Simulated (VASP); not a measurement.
# Sb (R-3m) in VASP: notebook, part 2 of 2

VASP 6.6.1. Earlier steps stand in the parts before.

**5. Single point, RPBE+D4**

This run uses another cell than the first one, of 28.81 Å³/atom.

INCAR reads:

```
PREC = Accurate
ENCUT = 520
EDIFF = 1E-6
ISMEAR = -1
SIGMA = 0.05
LREAL = F
LASPH = T
NELM = 100
ALGO = Normal
ISIF = 2
LWAVE = F
LCHARG = F
GGA = RP
IVDW = 13
NBANDS = 12
```

KPOINTS reads:

```
regular mesh
0
Gamma
  8 8 8
```

POSCAR reads:

```
Sb
1.0
    2.1451420156      1.2384983202      3.6148433665
   -2.1451420156      1.2384983202      3.6148433665
    0.0000000000     -2.4769966404      3.6148433665
Sb
2
Direct
    0.7619063587      0.7619063587      0.7619063587
    0.2380936413      0.2380936413      0.2380936413
```

Potentials or basis: VASP PAW PBE potentials, release 64 (Sb).

Launch:

```sh
cat potpaw_PBE.64/Sb/POTCAR > POTCAR
mpirun -np 1 vasp_std > vasp.out
```

OUTCAR:

```text
PREC = Accurate
   ENCUT = 520
   EDIFF = 1E-6
   ISMEAR = -1
   LREAL = F
   LASPH = T
   NELM = 100
   ISIF = 2
   GGA = RP
   IVDW = 13

 ion  position               nearest neighbor table
   1  0.762  0.762  0.762-   2 2.92   2 2.92   2 2.92   2 3.23   2 3.23   2 3.23
   2  0.238  0.238  0.238-   1 2.92   1 2.92   1 2.92   1 3.23   1 3.23   1 3.23

  LATTYP: Found a trigonal (rhomboedric) cell.
 ALAT       =     4.3820776945
 COS(alpha) =     0.5207281214

  Lattice vectors:

 A1 = (   2.1451420156,   1.2384983202,   3.6148433665)
 A2 = (  -2.1451420156,   1.2384983202,   3.6148433665)
[... 546 lines left out ...]

  DFT-D4 for vdW energy calculation

  Edisp (eV):   -1.96928

  FORCE on cell =-STRESS in cart. coord.  units (eV):
  Direction    XX          YY          ZZ          XY          YZ          ZX
  --------------------------------------------------------------------------------------
  -------------------------------------------------------------------------------------
  Total       0.01044     0.01044    -0.01814     0.00000     0.00000     0.00000
  in kB       0.29028     0.29028    -0.50440     0.00000     0.00000     0.00000
  external pressure =        0.03 kB  Pullay stress =        0.00 kB

 VOLUME and BASIS-vectors are now :
 -----------------------------------------------------------------------------
  energy-cutoff  :      520.00
  volume of cell :       57.62
      direct lattice vectors                 reciprocal lattice vectors
     2.145142016  1.238498320  3.614843367     0.233084801  0.134571573  0.092212386
    -2.145142016  1.238498320  3.614843367    -0.233084801  0.134571573  0.092212386
     0.000000000 -2.476996640  3.614843367     0.000000000 -0.269143145  0.092212386

 POSITION                                       TOTAL-FORCE (eV/Angst)
 -----------------------------------------------------------------------------------
      0.00000      0.00000      8.26252         0.000000      0.000000     -0.024876
      0.00000      0.00000      2.58201         0.000000     -0.000000      0.024876
 -----------------------------------------------------------------------------------
    total drift:                                0.000000      0.000000     -0.000000

  FREE ENERGIE OF THE ION-ELECTRON SYSTEM (eV)
  ---------------------------------------------------
  free  energy   TOTEN  =        -9.4060136031 eV

  energy  without entropy=       -9.4022380844  energy(sigma->0) =       -9.40412584
```

It took 21 s on 1 thread of AMD EPYC 9R45 (Zen 5), shared host; peak memory 0.19 GiB.

Results:

* Free energy: -9.4060 eV
* Pressure: 0.0 GPa
* Largest force: 0.025 eV/Å
* Band gap on the k mesh: zero (bands 5 and 6 overlap by 0.30 eV)
* Dispersion energy per atom: -0.985 eV

Forces on the atoms (eV/Å):
```
Sb   0.000  0.000 -0.025
Sb   0.000  0.000  0.025
```

Caveat: the PAW data sets were made with another functional, which shifts forces and pressure a little; spin-orbit coupling is left out, which moves the levels of the heavy elements.

**6. Single point, revPBE+D3(BJ)**

This run uses another cell than the first one, of 28.88 Å³/atom.

INCAR reads:

```
ALGO = Normal
EDIFF = 1E-7
ENCUT = 520
GGA = RE
ISIF = 2
ISMEAR = -1
IVDW = 12
LASPH = True
LCHARG = True
LELF = True
LREAL = False
LVHAR = True
LWAVE = False
NBANDS = 12
NELM = 60
PREC = Accurate
SIGMA = 0.05
```

KPOINTS reads:

```
k-points
0
Gamma
  8 8 8
```

POSCAR reads:

```
Sb
1.0
    2.1466571304      1.2393730721      3.6183117728
   -2.1466571304      1.2393730721      3.6183117728
    0.0000000000     -2.4787461442      3.6183117728
Sb
2
Direct
    0.7624142951      0.7624142951      0.7624142951
    0.2375857049      0.2375857049      0.2375857049
```

Potentials or basis: VASP PAW PBE potentials, release 64 (Sb).

Launch:

```sh
cat potpaw_PBE.64/Sb/POTCAR > POTCAR
mpirun -np 1 vasp_std > vasp.out
```

OUTCAR:

```text
EDIFF = 1E-7
   ENCUT = 520
   GGA = RE
   ISIF = 2
   ISMEAR = -1
   IVDW = 12
   LASPH = True
   LREAL = False
   NELM = 60
   PREC = Accurate
 IVDW          = 12

 ion  position               nearest neighbor table
   1  0.762  0.762  0.762-   2 2.92   2 2.92   2 2.92   2 3.23   2 3.23   2 3.23
   2  0.238  0.238  0.238-   1 2.92   1 2.92   1 2.92   1 3.23   1 3.23   1 3.23

  LATTYP: Found a trigonal (rhomboedric) cell.
 ALAT       =     4.3859277847
 COS(alpha) =     0.5208931182

  Lattice vectors:

 A1 = (   2.1466571304,   1.2393730721,   3.6183117728)
 A2 = (  -2.1466571304,   1.2393730721,   3.6183117728)
 A3 = (   0.0000000000,  -2.4787461442,   3.6183117728)

Analysis of symmetry for initial positions (statically):
=====================================================================
 Subroutine PRICEL returns:
 Original cell was already a primitive cell.

 Routine SETGRP: Setting up the symmetry group for a
 trigonal (rhombohedral) supercell.

 Subroutine GETGRP returns: Found 12 space group operations
 (whereof 12 operations were pure point group operations)
 out of a pool of 12 trial point group operations.

[... 175 lines left out ...]
      5       5.9820      2.00000
      6      10.3865      0.00000
      7      10.8173      0.00000
      8      10.8173      0.00000
      9      12.7122      0.00000
     10      12.7122      0.00000
     11      12.8815      0.00000
     12      14.4658      0.00000
[... 331 lines left out ...]
 k-point    24 :       0.3750    0.1250    0.1250
  band No.  band energies     occupation
      1      -3.9972      2.00000
      2       0.2900      2.00000
      3       4.5093      2.00000
      4       6.5370      2.00000
      5       7.9583      0.54150
      6       8.1946      0.00656
      7       8.2111      0.00472
      8      11.1603      0.00000
      9      12.8324      0.00000
     10      13.6936      0.00000
     11      15.4971      0.00000
     12      16.8311      0.00000

 [... further k-points ...]

------------------------ aborting loop because EDIFF is reached ----------------------------------------

 Edisp (eV)   -1.86851

 E8    (eV) :    -1.3479

  FORCE on cell =-STRESS in cart. coord.  units (eV):
  Direction    XX          YY          ZZ          XY          YZ          ZX
  --------------------------------------------------------------------------------------
  -------------------------------------------------------------------------------------
  Total       0.01849     0.01849    -0.00520     0.00000     0.00000     0.00000
  in kB       0.51287     0.51287    -0.14414     0.00000     0.00000     0.00000
  external pressure =        0.29 kB  Pullay stress =        0.00 kB

 VOLUME and BASIS-vectors are now :
 -----------------------------------------------------------------------------
  energy-cutoff  :      520.00
  volume of cell :       57.76
      direct lattice vectors                 reciprocal lattice vectors
     2.146657130  1.239373072  3.618311773     0.232920289  0.134476592  0.092123994
    -2.146657130  1.239373072  3.618311773    -0.232920289  0.134476592  0.092123994
     0.000000000 -2.478746144  3.618311773     0.000000000 -0.268953184  0.092123994

 POSITION                                       TOTAL-FORCE (eV/Angst)
 -----------------------------------------------------------------------------------
      0.00000      0.00000      8.27596         0.000000     -0.000000     -0.029174
      0.00000      0.00000      2.57898         0.000000      0.000000      0.029174
 -----------------------------------------------------------------------------------
    total drift:                               -0.000000     -0.000000      0.000000

  FREE ENERGIE OF THE ION-ELECTRON SYSTEM (eV)
  ---------------------------------------------------
  free  energy   TOTEN  =        -9.4249956922 eV

  energy  without entropy=       -9.4215315939  energy(sigma->0) =       -9.42326364
```

It took 26 s on 1 thread of AMD EPYC 9R45 (Zen 5), shared host; peak memory 0.19 GiB.

What came out:

* Free energy: -9.4250 eV
* Pressure: 0.0 GPa
* Largest force: 0.029 eV/Å
* Band gap on the k mesh: zero (bands 5 and 6 overlap by 0.27 eV)
* Dispersion energy per atom: -0.934 eV

Forces in eV/Å, atoms in the order of the input:
```
Sb   0.000  0.000 -0.029
Sb   0.000  0.000  0.029
```

Caveat: the PAW data sets were made with another functional, which shifts forces and pressure a little; spin-orbit coupling is left out, which moves the levels of the heavy elements.

**7. Overview**

| task | level | cell | k mesh | cutoff (eV) | grid for exact exchange (PRECFOCK) | share of exact exchange | screening parameter | gap on the mesh (eV) | pressure (GPa) | largest force (eV/Å) |
| --- | --- | --- | --- | --- | --- | --- | --- | --- | --- | --- |
| relaxation of cell and atoms | PBEsol-based screened hybrid with 25 % exact exchange | relaxed from a = 4.507 Å, angles 57.1°, 2 atoms, atomic positions A | 4 × 4 × 4 | 600 | Normal | 0.25 | 0.207 1/Å | - | 0.0 | - |
| single point | PBE | a = 4.446 Å, angles 57.1°, 2 atoms, atomic positions A | 8 × 8 × 8 | 520 | - | - | - | none | 5.6 | 0.44 |
| single point | PBE | a = 4.537 Å, angles 57.1°, 2 atoms, atomic positions A | 8 × 8 × 8 | 520 | - | - | - | none | 1.6 | 0.09 |
| single point | RPBE+D4 | a = 4.382 Å, angles 58.6°, 2 atoms, atomic positions B | 8 × 8 × 8 | 520 | - | - | - | none | 0.0 | 0.02 |
| single point | revPBE+D3(BJ) | a = 4.386 Å, angles 58.6°, 2 atoms, atomic positions B | 8 × 8 × 8 | 520 | - | - | - | none | 0.0 | 0.03 |

Alike in all rows: potentials or basis VASP PAW PBE potentials, release 64 (Sb); no spin polarisation; smearing fermi-dirac 0.05 eV.

Caveats: some runs use coarse meshes; spin-orbit coupling is left out, which moves the levels of the heavy elements; the PAW data sets were made with another functional, which shifts forces and pressure a little (at least some runs); the cell stands under pressure (at least some runs).

Absolute energies hang on the potentials; compare differences alone.
